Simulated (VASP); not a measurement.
# Rb (P6_3/mmc) in VASP: a series of runs

Runs on Rb. Level: r2SCAN. Tasks: single point.

Everything below comes from runs of VASP 6.6.1. Logs are shortened: lines on timing, memory, paths and dates and some standing lists are left out, and cuts for length are marked.

### Step 1. The cell of the first run

It takes space group P6_3/mmc (No. 194, hexagonal). The conventional cell has a = 5.088 Å, b = 5.088 Å, c = 8.442 Å, α = 90.00°, β = 90.00°, γ = 120.00°.

This isn't the form of Rb at room conditions, which is bcc.

### Step 2. Single point, r2SCAN

The input, POSCAR:

```
Rb
1.0
    5.0882069760      0.0000000000      0.0000000000
   -2.5441034880      4.4065165009      0.0000000000
    0.0000000000      0.0000000000      8.4420579800
Rb
2
Direct
    0.3333333333      0.6666666667      0.2500000000
    0.6666666667      0.3333333333      0.7500000000
```

The input, INCAR.step1:

```
SYSTEM = Rb
PREC = Accurate
ENCUT = 520
ISMEAR = 0
SIGMA = 0.15
LREAL = .False.
LASPH = .True.
NELM = 100
NBANDS = 16
GGA = PE
ALGO = Normal
EDIFF = 1E-4
LWAVE = .True.
LCHARG = .False.
```

The input, INCAR.step2:

```
SYSTEM = Rb
PREC = Accurate
ENCUT = 520
EDIFF = 1E-6
ISMEAR = 0
SIGMA = 0.15
LREAL = .False.
LASPH = .True.
NELM = 100
ALGO = Normal
ISIF = 2
LWAVE = .False.
LCHARG = .False.
METAGGA = R2SCAN
LMIXTAU = .True.
NBANDS = 16
ISTART = 1
```

The input, KPOINTS:

```
Automatic mesh
0
Gamma
  12 12 6
  0 0 0
```

Potentials or basis: VASP PAW PBE potentials, release 64 (Rb_sv).

Launch:

```bash
cat potpaw_PBE.64/Rb_sv/POTCAR > POTCAR
cp INCAR.step1 INCAR
mpirun -np 1 vasp_std > vasp.out
cp INCAR.step2 INCAR
mpirun -np 1 vasp_std > vasp.out
```

OUTCAR:

```text
SYSTEM = Rb
   PREC = Accurate
   ENCUT = 520
   EDIFF = 1E-6
   ISMEAR = 0
   LREAL = .False.
   LASPH = .True.
   NELM = 100
   ISIF = 2
   METAGGA = R2SCAN
   ISTART = 1

 ion  position               nearest neighbor table
   1  0.333  0.667  0.250-   2 5.14   2 5.14   2 5.14   2 5.14   2 5.14   2 5.14
   2  0.667  0.333  0.750-   1 5.14   1 5.14   1 5.14   1 5.14   1 5.14   1 5.14

  LATTYP: Found a hexagonal cell.
 ALAT       =     5.0882069760
 C/A-ratio  =     1.6591420160

  Lattice vectors:

 A1 = (   5.0882069760,   0.0000000000,   0.0000000000)
 A2 = (  -2.5441034880,   4.4065165009,   0.0000000000)
 A3 = (   0.0000000000,   0.0000000000,   8.4420579800)

Analysis of symmetry for initial positions (statically):
=====================================================================
 Subroutine PRICEL returns:
 Original cell was already a primitive cell.

 Routine SETGRP: Setting up the symmetry group for a
 hexagonal supercell.

 Subroutine GETGRP returns: Found 24 space group operations
 (whereof 12 operations were pure point group operations)
 out of a pool of 24 trial point group operations.

The static configuration has the point symmetry D_3d.
 The point group associated with its full space group is D_6h.

Analysis of symmetry for dynamics (positions and initial velocities):
=====================================================================
 Subroutine PRICEL returns:
 Original cell was already a primitive cell.

 Routine SETGRP: Setting up the symmetry group for a
 hexagonal supercell.

 Subroutine GETGRP returns: Found 24 space group operations
 (whereof 12 operations were pure point group operations)
 out of a pool of 24 trial point group operations.

The dynamic configuration has the point symmetry D_3d.
 The point group associated with its full space group is D_6h.

 Subroutine INISYM returns: Found 24 space group operations
 (whereof 12 operations are pure point group operations),
 and found     1 'primitive' translations

----------------------------------------------------------------------------------------

                                     Primitive cell

  volume of cell :     189.2816

  direct lattice vectors                    reciprocal lattice vectors
     5.088206976  0.000000000  0.000000000     0.196532886  0.113468314  0.000000000
    -2.544103488  4.406516501  0.000000000     0.000000000  0.226936629  0.000000000
     0.000000000  0.000000000  8.442057980     0.000000000  0.000000000  0.118454529

  length of vectors
[... 76 lines left out ...]
   ISPIN  =      1    spin polarized calculation?
   LNONCOLLINEAR =      F non collinear calculations
   LSORBIT =      F    spin-orbit coupling
   LASPH  =      T    aspherical Exc in radial PAW
   ENCUT  =  520.0 eV  38.22 Ry    6.18 a.u.   9.46  9.46 15.70*2*pi/ulx,y,z
   NELM   =    100;   NELMIN=  2; NELMDL=  0     # of ELM steps
   EDIFF  = 0.1E-05   stopping-criterion for ELM
   LREAL  =      F    real-space projection
[... 7 lines left out ...]
   TEBEG  =    0.0;   TEEND  =   0.0 temperature during run
   PSTRESS=    0.0 pullay stress
   NELECT =      18.0000    total number of electrons
   NUPDOWN=      -1.0000    fix difference up-down
   EMIN   =  10.00;   EMAX   =-10.00  energy-range for DOS
   EFERMI =   0.00;   METHOD = LEGACY
   ISMEAR =     0;   SIGMA  =   0.15  broadening in eV -4-tet -1-fermi 0-gaus
   EFERMI_NEDOS =   21; number of points for ismear=-14 and -15
   IALGO  =     38    algorithm
   IMIX   =      4    mixing-type and parameters
     AMIX     =   0.40;   BMIX     =  1.00
     AMIX_MAG =   1.60;   BMIX_MAG =  1.00
  volume/ion in A,a.u.               =      94.64       638.67
  Fermi-wavevector in a.u.,A,eV,Ry     =   0.747245  1.412088  7.597148  0.558375
  Thomas-Fermi vector in A             =   1.843255
   LORBIT       =      0    0 simple, 1 ext, 2 COOP (PROOUT), +10 PAW based schemes
   METAGGA = R2SCAN    functional components
   LHFCALC =     F    Hartree Fock is set to
   AEXX    =    0.0000 exact exchange contribution
   IVDW    =     0    specifies the selected vdW correction
   LEPSILON=     F    determine dielectric tensor
   LRPA    =     F    only Hartree local field effects (RPA)
 non-spin polarized calculation
 Gauss-broadening in eV      SIGMA  =   0.15
  energy-cutoff  :      520.00
  volume of cell :      189.28
 maximum number of plane-waves:      5147
 NGX is ok and might be reduce to    40
   NGX = 19   NGY = 19   NGZ = 31

 number of electron      18.0000000 magnetization

 Free energy of the ion-electron system (eV)
  ---------------------------------------------------
  ext. energy  EPLUGINS =         0.00000000
  ---------------------------------------------------
  free energy    TOTEN  =       -27.84570431 eV

  energy without entropy =      -27.82734268  energy(sigma->0) =      -27.83652349

 E-fermi :  -0.0210     XC(G=0):  -5.6306

 val. band max:       -0.0373095153   @ k =   0.4167   0.0833   0.1667
 cond. band min:      -0.0182870223   @ k =   0.3333   0.1667   0.3333
 fundamental gap:      0.0190224930
 Fermi energy:        -0.0210076762

 k-point     1 :       0.0000    0.0000    0.0000
  band No.  band energies     occupation
      1     -30.1108      2.00000
      2     -30.1076      2.00000
      3     -13.6860      2.00000
      4     -13.6146      2.00000
      5     -13.6146      2.00000
      6     -13.6041      2.00000
[... 433 lines left out ...]
      3     -13.6719      2.00000
      4     -13.6591      2.00000
      5     -13.6506      2.00000
      6     -13.6285      2.00000
[... 8 lines left out ...]
     15       3.9542      0.00000
     16       4.4238      0.00000

 [... further k-points ...]

------------------------ aborting loop because EDIFF is reached ----------------------------------------

  FORCE on cell =-STRESS in cart. coord.  units (eV):
  Direction    XX          YY          ZZ          XY          YZ          ZX
  --------------------------------------------------------------------------------------
  -------------------------------------------------------------------------------------
  Total        0.0590352      0.0590352     -0.0170419      0.0000000      0.0000000      0.0000000
  in kB        0.4997043      0.4997043     -0.1442512      0.0000000      0.0000000      0.0000000
  external PRESSURE =       0.2850525 kB  Pullay stress =       0.0000000 kB

 VOLUME and BASIS-vectors are now :
 -----------------------------------------------------------------------------
  energy-cutoff  :      520.00
  volume of cell :      189.28
      direct lattice vectors                 reciprocal lattice vectors
     5.088206976  0.000000000  0.000000000     0.196532886  0.113468314  0.000000000
    -2.544103488  4.406516501  0.000000000     0.000000000  0.226936629  0.000000000
     0.000000000  0.000000000  8.442057980     0.000000000  0.000000000  0.118454529

 POSITION                                       TOTAL-FORCE (eV/Angst)
 -----------------------------------------------------------------------------------
     -0.00000      2.93768      2.11051        -0.000000      0.000000      0.000000
      2.54410      1.46884      6.33154         0.000000     -0.000000      0.000000
 -----------------------------------------------------------------------------------
    total drift:                               -0.000000      0.000000     -0.000000

  FREE ENERGIE OF THE ION-ELECTRON SYSTEM (eV)
  ---------------------------------------------------
  free  energy   TOTEN  =       -27.8457043115 eV

  energy  without entropy=      -27.8273426772  energy(sigma->0) =      -27.83652349
```

OUTCAR.step1:

```text
SYSTEM = Rb
   PREC = Accurate
   ENCUT = 520
   ISMEAR = 0
   LREAL = .False.
   LASPH = .True.
[... 681 lines left out ...]
     -0.00000      2.93768      2.11051         0.000000      0.000000      0.000000
      2.54410      1.46884      6.33154        -0.000000      0.000000      0.000000
 -----------------------------------------------------------------------------------
    total drift:                               -0.000000      0.000000     -0.000000

  FREE ENERGIE OF THE ION-ELECTRON SYSTEM (eV)
  ---------------------------------------------------
  free  energy   TOTEN  =        -1.8829324782 eV

  energy  without entropy=       -1.8626705723  energy(sigma->0) =       -1.87280153
```

OSZICAR.step1:

```text
N       E                     dE             d eps       ncg     rms          rms(c)
DAV:   1     0.117764631239E+03    0.11776E+03   -0.68616E+03  2432   0.849E+02
DAV:   2     0.107942712167E+02   -0.10697E+03   -0.10341E+03  3248   0.180E+02
DAV:   3    -0.732904077194E+00   -0.11527E+02   -0.11486E+02  3336   0.593E+01
DAV:   4    -0.187364417294E+01   -0.11407E+01   -0.11403E+01  4216   0.124E+01
DAV:   5    -0.187944218476E+01   -0.57980E-02   -0.57968E-02  3440   0.114E+00    0.163E+00
DAV:   6    -0.188080679060E+01   -0.13646E-02   -0.40052E-03  3472   0.339E-01    0.982E-01
DAV:   7    -0.188267516781E+01   -0.18684E-02   -0.51462E-03  3024   0.391E-01    0.631E-02
DAV:   8    -0.188289967235E+01   -0.22450E-03   -0.27217E-04  3064   0.100E-01    0.228E-02
DAV:   9    -0.188293247822E+01   -0.32806E-04   -0.34007E-05  1888   0.428E-02
   1 F= -.18829325E+01 E0= -.18728015E+01  d E =-.202619E-01
```

Run time: 8.5 min. Hardware: 1 thread of AMD EPYC 9R45 (Zen 5), shared host; peak memory 0.43 GiB.

Results:

```
Free energy            : -27.8457 eV
Pressure               : 0.0 GPa
Band gap on the k mesh : zero (bands 9 and 10 overlap by 2.44 eV)
```

Levels at points of the mesh, in eV from the Fermi level:
```
           k point  band 7  band 8  band 9  band 10  band 11  band 12
(0.00, 0.00, 0.00)  -13.58  -13.58   -2.04     0.23     0.51     3.84
(0.50, 0.00, 0.00)  -13.60  -13.60    0.13     0.27     1.37     1.71
(0.00, 0.00, 0.50)  -13.59  -13.59   -1.37    -1.37     2.44     2.44
(0.50, 0.00, 0.50)  -13.60  -13.60    0.52     0.52     0.87     0.87
```

Caveat: the PAW data sets were made with another functional, which shifts forces and pressure a little.

### Step 3. Single point, r2SCAN

POSCAR is that of step 2.

The input, INCAR.step1:

```
PREC = Accurate
ENCUT = 520
ISMEAR = 0
SIGMA = 0.15
LREAL = F
LASPH = T
NELM = 100
NBANDS = 16
GGA = PE
ALGO = Normal
EDIFF = 1E-4
LWAVE = T
LCHARG = F
```

The input, INCAR.step2:

```
PREC = Accurate
ENCUT = 520
EDIFF = 1E-6
ISMEAR = 0
SIGMA = 0.15
LREAL = F
LASPH = T
NELM = 100
ALGO = Normal
ISIF = 2
LWAVE = F
LCHARG = F
METAGGA = R2SCAN
LMIXTAU = T
NBANDS = 16
ISTART = 1
```

The input, KPOINTS:

```
Automatic mesh
0
Gamma
  12 12 6
```

Potentials or basis: VASP PAW PBE potentials, release 64 (Rb_sv).

Launch:

```bash
cat potpaw_PBE.64/Rb_sv/POTCAR > POTCAR
cp INCAR.step1 INCAR
mpirun -np 1 vasp_std > vasp.out
cp INCAR.step2 INCAR
mpirun -np 1 vasp_std > vasp.out
```

Wall time 9.9 min (1 thread of AMD EPYC 9R45 (Zen 5), shared host); peak memory 0.43 GiB.

Results (log left out):

```
Free energy            : -27.8457 eV
Pressure               : 0.0 GPa
Band gap on the k mesh : zero (bands 9 and 10 overlap by 2.44 eV)
```

Levels at points of the mesh, in eV from the Fermi level:
```
           k point  band 5  band 6  band 7  band 8  band 9  band 10  band 11  band 12  band 13  band 14
(0.00, 0.00, 0.00)  -13.59  -13.58  -13.58  -13.58   -2.04     0.23     0.51     3.84     3.86     3.86
(0.50, 0.00, 0.00)  -13.63  -13.61  -13.60  -13.60    0.13     0.27     1.37     1.71     2.14     2.60
(0.00, 0.00, 0.50)  -13.59  -13.59  -13.59  -13.59   -1.37    -1.37     2.44     2.44     3.91     3.91
(0.50, 0.00, 0.50)  -13.60  -13.60  -13.60  -13.60    0.52     0.52     0.87     0.87     2.76     2.76
```

Caveat: the PAW data sets were made with another functional, which shifts forces and pressure a little.
